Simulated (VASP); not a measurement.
# Ge (I4/mmm) in VASP: settings compared, part 2 of 2

VASP 6.6.1.

### Step 3. Single point, revPBE+D3(BJ)

This run uses another cell than the first one, of 18.11 Å³/atom, 0.881 times its volume.

INCAR

```
SYSTEM = Ge
  PREC = Accurate
  ENCUT = 520
  EDIFF = 1E-6
  ISMEAR = -1
  SIGMA = 0.05
  LREAL = .False.
  LASPH = .True.
  NELM = 80
  ALGO = Normal
  ISIF = 2
  LWAVE = .False.
  LCHARG = .False.
  GGA = RE
  IVDW = 12
  NBANDS = 13
```

KPOINTS

```
regular mesh
0
Gamma
  12 12 12
  0 0 0
```

POSCAR

```
Ge
1.0
   -1.5265975842      1.5265975842      1.9425803774
    1.5265975842     -1.5265975842      1.9425803774
    1.5265975842      1.5265975842     -1.9425803774
Ge
1
Direct
    0.5000000000      0.5000000000      0.0000000000
```

Potentials or basis: VASP PAW PBE potentials, release 64 (Ge_d).

Run with:

```console
$ cat potpaw_PBE.64/Ge_d/POTCAR > POTCAR
$ mpirun -np 1 vasp_std > vasp.out
```

Wall time 8.6 s (1 thread of Intel Xeon 6975P-C (Granite Rapids), shared host); peak memory 0.17 GiB.

Results (log left out):

```yaml
Free_energy: -4.5461 eV
Pressure: 0.0 GPa
Band_gap_on_the_k_mesh: zero (band 7 reaches 16.67 eV, above the bottom of band 8 at 4.57 eV)
Dispersion_energy_per_atom: -0.696 eV
```

Levels at points of the mesh, in eV from the Fermi level:
```tsv
k point	band 3	band 4	band 5	band 6	band 7	band 8	band 9	band 10	band 11	band 12
(0.00, 0.00, 0.00)	-24.86	-24.86	-24.81	-13.61	9.25	9.46	9.46	14.10	14.10	14.91
(0.50, 0.00, 0.00)	-24.86	-24.79	-24.77	-8.00	-5.88	6.15	7.84	11.54	11.73	14.59
(0.50, 0.50, 0.00)	-24.79	-24.79	-24.75	-6.22	-4.96	2.89	3.77	7.21	7.25	25.90
(0.50, 0.50, 0.50)	-24.79	-24.76	-24.76	-4.23	-3.66	1.55	1.55	5.22	5.79	27.97
```

Caveat: the PAW data sets were made with another functional, which shifts forces and pressure a little; pairwise dispersion overbinds metals, which lowers pressure and volume.

### Step 4. Single point, revPBE+D4

This run uses another cell than the first one, of 18.30 Å³/atom, 0.891 times its volume.

INCAR

```
PREC     = Accurate       # precision mode
ENCUT    = 520            # plane-wave cutoff, eV
EDIFF    = 1E-6           # SCF threshold, eV
ISMEAR   = -1             # smearing method
SIGMA    = 0.05           # smearing width, eV
LREAL    = F              # projectors in reciprocal space
LASPH    = T              # aspherical terms in the spheres
NELM     = 80             # most SCF steps
ALGO     = Normal         # electronic algorithm
ISIF     = 2              # what is computed and relaxed
LWAVE    = F              # write WAVECAR
LCHARG   = T              # write CHGCAR
GGA      = RE             # functional
IVDW     = 13             # dispersion correction
LELF     = T              # ELF
LVHAR    = T            
NBANDS   = 13             # bands
```

KPOINTS

```
Automatic mesh
0
Gamma
  12 12 12
```

POSCAR

```
Ge
1.0
   -1.5336672681      1.5336672681      1.9454167681
    1.5336672681     -1.5336672681      1.9454167681
    1.5336672681      1.5336672681     -1.9454167681
Ge
1
Direct
    0.5000000000      0.5000000000      0.0000000000
```

Run with:

```console
$ cat potpaw_PBE.64/Ge_d/POTCAR > POTCAR
$ mpirun -np 1 vasp_std > vasp.out
```

Run time: 9.3 s. Hardware: 1 thread of Intel Xeon 6975P-C (Granite Rapids), shared host; peak memory 0.16 GiB.

It converged, with:

```yaml
Free_energy: -4.5104 eV
Pressure: -0.1 GPa
Band_gap_on_the_k_mesh: zero (band 7 reaches 16.44 eV, above the bottom of band 8 at 4.48 eV)
Dispersion_energy_per_atom: -0.653 eV
```

Levels at points of the mesh, in eV from the Fermi level:
| k point | band 4 | band 5 | band 6 | band 7 | band 8 | band 9 | band 10 | band 11 |
| --- | --- | --- | --- | --- | --- | --- | --- | --- |
| (0.00, 0.00, 0.00) | -24.87 | -24.82 | -13.53 | 9.13 | 9.34 | 9.34 | 14.02 | 14.02 |
| (0.50, 0.00, 0.00) | -24.80 | -24.78 | -7.98 | -5.82 | 6.04 | 7.76 | 11.41 | 11.63 |
| (0.50, 0.50, 0.00) | -24.79 | -24.76 | -6.25 | -4.92 | 2.87 | 3.77 | 7.20 | 7.21 |
| (0.50, 0.50, 0.50) | -24.77 | -24.77 | -4.24 | -3.59 | 1.50 | 1.50 | 5.16 | 5.75 |

Caveat: the PAW data sets were made with another functional, which shifts forces and pressure a little; pairwise dispersion overbinds metals, which lowers pressure and volume.

### Step 5. Single point, PBE

This run uses another cell than the first one, of 19.38 Å³/atom, 0.943 times its volume.

INCAR

```
SYSTEM = Ge
  PREC = Accurate
  ENCUT = 520
  EDIFF = 1E-6
  ISMEAR = 0
  SIGMA = 0.028999999999999998
  LREAL = .FALSE.
  LASPH = .TRUE.
  NELM = 60
  ALGO = Normal
  ISIF = 2
  LWAVE = .FALSE.
  LCHARG = .TRUE.
  GGA = PE
  LELF = .TRUE.
  LVHAR = .TRUE.
  NBANDS = 13
```

KPOINTS

```
Automatic mesh
0
G
  12 12 12
  0 0 0
```

POSCAR

```
Ge
1.0
   -1.6084200000      1.6084200000      1.8731800000
    1.6084200000     -1.6084200000      1.8731800000
    1.6084200000      1.6084200000     -1.8731800000
Ge
1
Direct
    0.5000000000      0.5000000000      0.0000000000
```

Potentials or basis: VASP PAW PBE potentials, release 64 (Ge_d).

Run with:

```console
$ cat potpaw_PBE.64/Ge_d/POTCAR > POTCAR
$ mpirun -np 1 vasp_std > vasp.out
```

OUTCAR:

```text
SYSTEM = Ge
   PREC = Accurate
   ENCUT = 520
   EDIFF = 1E-6
   ISMEAR = 0
   LREAL = .FALSE.
   LASPH = .TRUE.
   NELM = 60
   ISIF = 2
   GGA = PE

 ion  position               nearest neighbor table
   1  0.500  0.500  0.000-

  LATTYP: Found a body centered tetragonal cell.
 ALAT       =     3.2168400000
 C/A-ratio  =     1.1646087465

  Lattice vectors:

 A1 = (  -1.6084200000,   1.6084200000,   1.8731800000)
 A2 = (   1.6084200000,  -1.6084200000,   1.8731800000)
 A3 = (   1.6084200000,   1.6084200000,  -1.8731800000)
[... 555 lines left out ...]
      5     -18.1223      2.00000
      6      -2.9434      2.00000
      7       5.0642      2.00000
      8       9.3256      0.00000
      9      12.0695      0.00000
     10      17.0857      0.00000
     11      19.9426      0.00000
     12      22.9235      0.00000
     13      24.6328      0.00000

 [... further k-points ...]
[... 5 lines left out ...]
  --------------------------------------------------------------------------------------
  -------------------------------------------------------------------------------------
  Total        0.0505525      0.0505525      0.1653656      0.0000000      0.0000000      0.0000000
  in kB        4.1784426      4.1784426     13.6683884      0.0000000      0.0000000      0.0000000
  external PRESSURE =       7.3417579 kB  Pullay stress =       0.0000000 kB

 VOLUME and BASIS-vectors are now :
 -----------------------------------------------------------------------------
  energy-cutoff  :      520.00
  volume of cell :       19.38
      direct lattice vectors                 reciprocal lattice vectors
    -1.608420000  1.608420000  1.873180000     0.000000000  0.310864078  0.266925763
     1.608420000 -1.608420000  1.873180000     0.310864078  0.000000000  0.266925763
     1.608420000  1.608420000 -1.873180000     0.310864078  0.310864078  0.000000000

 POSITION                                       TOTAL-FORCE (eV/Angst)
 -----------------------------------------------------------------------------------
      0.00000      0.00000      1.87318         0.000000      0.000000      0.000000
 -----------------------------------------------------------------------------------
    total drift:                               -0.000000      0.000000      0.000000

  FREE ENERGIE OF THE ION-ELECTRON SYSTEM (eV)
  ---------------------------------------------------
  free  energy   TOTEN  =        -4.1835558446 eV

  energy  without entropy=       -4.1834316315  energy(sigma->0) =       -4.18349374
```

It took 9.2 s on 1 thread of Intel Xeon 6975P-C (Granite Rapids), shared host; peak memory 0.16 GiB.

What came out:

```
Free energy            : -4.1836 eV
Pressure               : 0.7 GPa
Band gap on the k mesh : zero (band 7 reaches 15.11 eV, above the bottom of band 8 at 3.80 eV)
```

Stress tensor (GPa, compression positive):
```
0.42 0.00 0.00
0.00 0.42 0.00
0.00 0.00 1.37
```

### Step 6. Summary

| level | cell | k mesh | smearing | grid for exact exchange (PRECFOCK) | gap on the mesh (eV) | pressure (GPa) |
| --- | --- | --- | --- | --- | --- | --- |
| r2SCAN0 | a = 3.004 Å, angles 113.8, 113.8, 101.1°, 1 atom | 6 × 6 × 6 | fermi-dirac 0.05 eV | Normal | none | -6.2 |
| revPBE+D3(BJ) | a = 2.904 Å, angles 116.6, 116.6, 96.0°, 1 atom | 12 × 12 × 12 | fermi-dirac 0.05 eV | - | none | 0.0 |
| revPBE+D4 | a = 2.914 Å, angles 116.5, 116.5, 96.2°, 1 atom | 12 × 12 × 12 | fermi-dirac 0.05 eV | - | none | -0.1 |
| PBE | a = 2.947 Å, angles 113.8, 113.8, 101.1°, 1 atom | 12 × 12 × 12 | gaussian 0.029 eV | - | none | 0.7 |

Alike in all rows: task single point; potentials or basis VASP PAW PBE potentials, release 64 (Ge_d); no spin polarisation; cutoff (eV) 520.

Caveats: some runs use coarse meshes; the PAW data sets were made with another functional, which shifts forces and pressure a little (some runs); pairwise dispersion overbinds metals, which lowers pressure and volume (some runs).

Total energies depend on the potentials used, so only differences within one code and one set of settings carry meaning.
